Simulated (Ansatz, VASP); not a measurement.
## KF in VASP and in Ansatz

File INCAR:

```
SYSTEM = KF
  ALGO = Normal
  EDIFF = 1E-6
  ENCUT = 520
  GGA = PE
  ISIF = 2
  ISMEAR = -1
  LASPH = .TRUE.
  LCHARG = .FALSE.
  LNONCOLLINEAR = .TRUE.
  LORBIT = 11
  LREAL = .FALSE.
  LWAVE = .FALSE.
  MAGMOM = -0.036 0.113 0.308 0 0 0
  NBANDS = 28
  NELM = 150
  PREC = Accurate
  SIGMA = 0.1
```

Contents of KPOINTS:

```
k-points
0
G
  6 6 6
  0 0 0
```

File POSCAR:

```
KF
1.0
    3.2589550000      0.0000000000      0.0000000000
    0.0000000000      3.2589550000      0.0000000000
    0.0000000000      0.0000000000      3.2589550000
K F
1 1
Direct
    0.0000000000      0.0000000000      0.0000000000
    0.5000000000      0.5000000000      0.5000000000
```

File input.yaml:

```yaml
crystal:
  lattice:
    - [3.258955, 0.0, 0.0]
    - [0.0, 3.258955, 0.0]
    - [0.0, 0.0, 3.258955]
  atoms:
    - { symbol: K, position: [0.0, 0.0, 0.0], spin: 0.33, spin_axis: [-0.109076, 0.342379, 0.933209] }
    - { symbol: F, position: [0.5, 0.5, 0.5] }
kpoints:
  mp_grid: { grid: [6, 6, 6] }
scf:
  occupations: { method: fermi_dirac, width: 0.1 }
hamiltonian:
  xc: pbe
  pseudopotentials: { kind: all_electron, lapw: { basis_error: 0.001 } }
magnetization:
  noncollinear: true
output:
  forces: true
  stress: true
  eigenvalues: true
```

Alike in both runs: task single point; functional PBE; k mesh 6 × 6 × 6; occupations fermi-dirac, width 0.1 eV; non-collinear spin.

```csv
,VASP,Ansatz
version,VASP 6.6.1,Ansatz 0.2.0
potentials or method,"VASP PAW PBE potentials, release 64 (K_sv, F), cutoff 520 eV","all-electron LAPW, scalar-relativistic"
```

```tsv
	VASP	Ansatz	Ansatz less VASP
gap on the k mesh at the Fermi level (eV)	6.26	6.27	+0.012
least direct gap on the mesh (eV)	6.31	6.32	+0.011
pressure (GPa)	0.0	0.0	-0.01
net moment per atom (μB)	0.00	0.00	0.000
```

Ansatz ran all-electron here, and VASP with PAW potentials.
